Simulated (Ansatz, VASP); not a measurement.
# One calculation of Sn, two programs

INCAR

```
PREC = Accurate
ENCUT = 520
EDIFF = 1E-6
ISMEAR = -1
SIGMA = 0.05
LREAL = False
LASPH = True
NELM = 60
ALGO = Fast
ISIF = 2
LWAVE = False
LCHARG = False
GGA = PE
NBANDS = 13
```

KPOINTS

```
regular mesh
0
Gamma
  10 10 10
```

The input POSCAR:

```
Sn
1.0
   -2.0017645706      2.0017645706      1.6383145356
    2.0017645706     -2.0017645706      1.6383145356
    2.0017645706      2.0017645706     -1.6383145356
Sn
1
Direct
    0.0000000000      0.0000000000      0.0000000000
```

The input input.yaml:

```yaml
crystal:
  lattice:
    - [-2.0017645706, 2.0017645706, 1.6383145356]
    - [2.0017645706, -2.0017645706, 1.6383145356]
    - [2.0017645706, 2.0017645706, -1.6383145356]
  atoms:
    - { symbol: Sn, position: [0.0, 0.0, 0.0] }
kpoints:
  mp_grid: { grid: [10, 10, 10] }
scf:
  occupations: { method: fermi_dirac, width: 0.05 }
hamiltonian:
  xc: pbe
  pseudopotentials: { kind: all_electron, lapw: { basis_error: 0.0005 } }
output:
  forces: true
  stress: true
  eigenvalues: true
```

Change from the starting cell: volume scaled by 0.96.

Alike in both runs: task single point; functional PBE; k mesh 10 × 10 × 10; occupations fermi-dirac, width 0.05 eV; no spin polarisation.

```csv
,VASP,Ansatz
version,VASP 6.6.1,Ansatz 0.2.0
potentials or method,"VASP PAW PBE potentials, release 64 (Sn_d), cutoff 520 eV","all-electron LAPW, scalar-relativistic"
```

```tsv
	VASP	Ansatz	Ansatz less VASP
gap on the k mesh at the Fermi level (eV)	none	none	-
pressure (GPa)	3.1	3.1	0.00
traceless stress, the component that is largest in VASP (GPa)	1.32	1.32	0.000
```

A gap of «none» marks a metal or a gap that the smearing closes. Ansatz ran all-electron here, and VASP with PAW potentials.
